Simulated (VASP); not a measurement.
A run of VASP 6.6.1 is set up as follows.

The input INCAR:

```
SYSTEM = Zr
PREC = Accurate ; ENCUT = 600
EDIFF = 1E-6 ; ISMEAR = -1
SIGMA = 0.05 ; LREAL = .FALSE.
LASPH = .TRUE. ; NELM = 60
ALGO = Normal ; ISIF = 3
LWAVE = .FALSE. ; LCHARG = .FALSE.
GGA = PE ; IBRION = 2
NSW = 100 ; EDIFFG = -0.005
ISYM = 0
```

File KPOINTS:

```
Automatic mesh
0
Gamma
  12 12 7
  0.5 0.5 0.5
```

File POSCAR:

```
Zr
1.0
    3.2320000000      0.0000000000      0.0000000000
   -1.6160000000      2.7989941050      0.0000000000
    0.0000000000      0.0000000000      5.1470000000
Zr
2
Direct
    0.3333333333      0.6666666667      0.2500000000
    0.6666666667      0.3333333333      0.7500000000
```

Potentials or basis: VASP PAW PBE potentials, release 64 (Zr_sv).

The run is started by

```bash
$ cat potpaw_PBE.64/Zr_sv/POTCAR > POTCAR
$ mpirun -np 1 vasp_std > vasp.out
```

(1) Estimate the relaxed volume.

(2) Estimate the relaxed cell.

(3) What does it give for the band gap on the k mesh?

Results:

(1) 23.39 Å³/atom.

(2) a = 3.232 Å, b = 3.232 Å, c = 5.173 Å, α = 90.00°, β = 90.00°, γ = 120.00°.

(3) zero (bands 12 and 13 overlap by 1.13 eV).
